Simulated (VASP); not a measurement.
Write the native input for VASP 6.6.1 that does the following.

```yaml
Task: single point
Functional: LDA
Potentials_or_basis: VASP PAW LDA potentials, release 64 (Mg, O)
Cutoff: 600 eV
k_mesh: 10 × 10 × 10
Occupations: gaussian, width 0.02 eV
Spin: no spin polarisation
Dipole_correction: no
Further_INCAR_settings: ALGO = Normal; EDIFF = 1e-06; NBANDS = 11
```

The structure of MgO (lda) lies in POSCAR:

```
MgO
1.0
    0.0000000000      2.0795506197      2.0795506197
    2.0795506197      0.0000000000      2.0795506197
    2.0795506197      2.0795506197      0.0000000000
Mg O
1 1
Direct
    0.0000000000      0.0000000000      0.0000000000
    0.5000000000      0.5000000000      0.5000000000
```

The input as run:

INCAR

```
PREC = Accurate
ENCUT = 600
EDIFF = 1E-6
ISMEAR = 0
SIGMA = 0.02
LREAL = F
LASPH = T
NELM = 120
ALGO = Normal
ISIF = 2
LWAVE = F
LCHARG = F
NBANDS = 11
GGA_COMPAT = F
```

KPOINTS

```
Automatic mesh
0
Gamma
  10 10 10
```

Potentials or basis: VASP PAW LDA potentials, release 64 (Mg, O).

The run is started by

```bash
$ cat potpaw_LDA.64/Mg/POTCAR potpaw_LDA.64/O/POTCAR > POTCAR
$ mpirun -np 1 vasp_std > vasp.out
```

It gave:

The pressure is -1.9 GPa and the band gap on the k mesh is 5.04 eV, direct.

Wall time 6 s on 1 thread of Intel Xeon 6975P-C, with other jobs on the host, peak memory 0.13 GiB.
